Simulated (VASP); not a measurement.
Crystal: Br.

```
CELL_PARAMETERS angstrom
3.32809 -1.95172 0.00000
3.32809 1.95172 0.00000
0.00000 0.00000 8.47323
ATOMIC_POSITIONS crystal
Br 0.84067 0.15933 0.12092
Br 0.65933 0.34067 0.62092
Br 0.15933 0.84067 0.87908
Br 0.34067 0.65933 0.37908
```

Base run:

- Program: VASP 6.6.1
- Functional: LDA
- Potentials or basis: VASP PAW LDA potentials, release 64 (Br)
- Cutoff: 520 eV
- k mesh: 9 × 9 × 4
- Occupations: methfessel-paxton, width 1 eV
- Spin: no spin polarisation

Its results: band gap on the k mesh 0.99 eV (least direct gap 1.17 eV); pressure -0.6 GPa; largest force 0.068 eV/Å.

Task: The run is repeated on the same cell with these changes: occupations from methfessel-paxton, width 1 eV to fermi-dirac, width 0.3 eV. What comes out?

Result: Band gap on the k mesh 1.04 eV (least direct gap 1.22 eV); pressure 0.5 GPa; largest force 0.174 eV/Å.

Caveats: so wide a smearing shifts energies and pressures.

A k mesh can miss the band edges.
